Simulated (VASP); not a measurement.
Input of a VASP 6.6.1 run:

The input INCAR:

```
SYSTEM = Hf
  PREC = Accurate
  ENCUT = 520
  EDIFF = 1E-6
  ISMEAR = -1
  SIGMA = 0.15
  LREAL = .False.
  LASPH = .True.
  NELM = 80
  ALGO = Fast
  ISIF = 2
  LWAVE = .False.
  LCHARG = .False.
  GGA = CA
  NBANDS = 17
```

File KPOINTS:

```
Automatic mesh
0
Gamma
  12 12 8
  0 0 0
```

Contents of POSCAR:

```
Hf
1.0
    3.1156112727      0.0000000028      0.0000000000
   -1.5578056388      2.6981985091      0.0000000000
    0.0000000000      0.0000000000      4.9602472764
Hf
2
Direct
    0.3333333333      0.6666666667      0.2500000000
    0.6666666667      0.3333333333      0.7500000000
```

Potentials or basis: VASP PAW LDA potentials, release 64 (Hf_pv).

Launch:

```console
$ cat potpaw_LDA.64/Hf_pv/POTCAR > POTCAR
$ mpirun -np 1 vasp_std > vasp.out
```

(1) What does it give for the band gap on the k mesh?

(2) Estimate the pressure.

Results:

(1) zero (band 10 reaches 6.43 eV, above the bottom of band 11 at 5.03 eV).

(2) 0.0 GPa.

Caveat: spin-orbit coupling is left out, which moves the levels of the heavy elements.
